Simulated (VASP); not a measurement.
A run of VASP 6.6.1:

File INCAR:

```
PREC = Accurate
ENCUT = 520
EDIFF = 1E-6
ISMEAR = 0
SIGMA = 0.01
LREAL = False
LASPH = True
NELM = 60
ALGO = Normal
ISIF = 2
LWAVE = False
LCHARG = False
GGA = PE
NBANDS = 11
```

File KPOINTS:

```
Automatic mesh
0
Gamma
  8 8 8
```

POSCAR

```
SiC
1.0
    0.0000000000      2.1780497436      2.1780497436
    2.1780497436      0.0000000000      2.1780497436
    2.1780497436      2.1780497436      0.0000000000
Si C
1 1
Direct
    0.2500000000      0.2500000000      0.2500000000
    0.0000000000      0.0000000000      0.0000000000
```

Potentials or basis: VASP PAW PBE potentials, release 64 (Si, C).

Command:

```sh
$ cat potpaw_PBE.64/Si/POTCAR potpaw_PBE.64/C/POTCAR > POTCAR
$ mpirun -np 1 vasp_std > vasp.out
```

Hardware: 1 thread of AMD EPYC 9R45 96-Core Processor (Zen 5), with other jobs on the host.

Q: Estimate the wall time of this run.

A: Wall time 3.9 s on 1 thread of AMD EPYC 9R45 96-Core Processor (Zen 5), with other jobs on the host, peak memory 0.1 GiB. Counts: scf iterations 12, k points 29.
